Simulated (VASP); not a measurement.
A run of VASP 6.6.1:

The input INCAR:

```
SYSTEM = N
ALGO = Normal
EDIFF = 1E-7
ENCUT = 520
GGA = PE
ISIF = 2
ISMEAR = -1
IVDW = 12
LASPH = .TRUE.
LCHARG = .TRUE.
LELF = .TRUE.
LREAL = .FALSE.
LVHAR = .TRUE.
LWAVE = .FALSE.
NBANDS = 30
NELM = 100
PREC = Accurate
SIGMA = 0.02
```

The input KPOINTS:

```
k-points
0
G
  4 4 4
  0 0 0
```

POSCAR

```
N
1.0
    5.6998318955      0.0000000000      0.0000000000
    0.0000000000      5.6998318955      0.0000000000
    0.0000000000      0.0000000000      5.6998318955
N
8
Direct
    0.0557812154      0.0557812154      0.0557812154
    0.4442187846      0.9442187846      0.5557812154
    0.5557812154      0.4442187846      0.9442187846
    0.9442187846      0.5557812154      0.4442187846
    0.9442027730      0.9442027730      0.9442027730
    0.5557972270      0.0557972270      0.4442027730
    0.4442027730      0.5557972270      0.0557972270
    0.0557972270      0.4442027730      0.5557972270
```

Potentials or basis: VASP PAW PBE potentials, release 64 (N).

The run is started by

```bash
$ cat potpaw_PBE.64/N/POTCAR > POTCAR
$ mpirun -np 1 vasp_std > vasp.out
```

Hardware: 1 thread of Intel(R) Xeon(R) 6975P-C (Granite Rapids), on a shared host.

Task: How long does it take, and how much memory?

Result: It took 58 s on 1 thread of Intel(R) Xeon(R) 6975P-C (Granite Rapids), on a shared host, peak memory 0.26 GiB. Counts: scf iterations 14, k points 11.
